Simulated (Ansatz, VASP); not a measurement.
**CsI in VASP and in Ansatz**

```
Cs I
1.0
     4.86595    0.00000    0.00000
     0.00000    4.86595    0.00000
     0.00000    0.00000    4.86595
Cs I
1 1
Direct
  0.00000 0.00000 0.00000
  0.50000 0.50000 0.50000
```

Alike in both runs: functional RPBE; k mesh 6 × 6 × 6; occupations fermi-dirac, width 0.05 eV; no spin polarisation.

Ansatz relaxed the structure, and its values are those at the end. VASP's run is a single point on that final structure, the one shown.

```csv
,VASP,Ansatz
version,VASP 6.6.1,Ansatz 0.2.0
potentials or method,"VASP PAW PBE potentials, release 64 (Cs_sv, I)","plane waves, PAW"
plane-wave cutoff (eV),500,420
valence electrons in the cell,16,26
```

|  | VASP | Ansatz | Ansatz less VASP |
| --- | --- | --- | --- |
| pressure (GPa) | 0.0 | 0.0 | -0.01 |

VASP's potentials were made for PBE, not for RPBE. VASP's potentials hold 16 valence electrons a cell and Ansatz's 26, so a difference there can come from the potentials and not from the codes.

Neither program's run includes spin-orbit coupling.
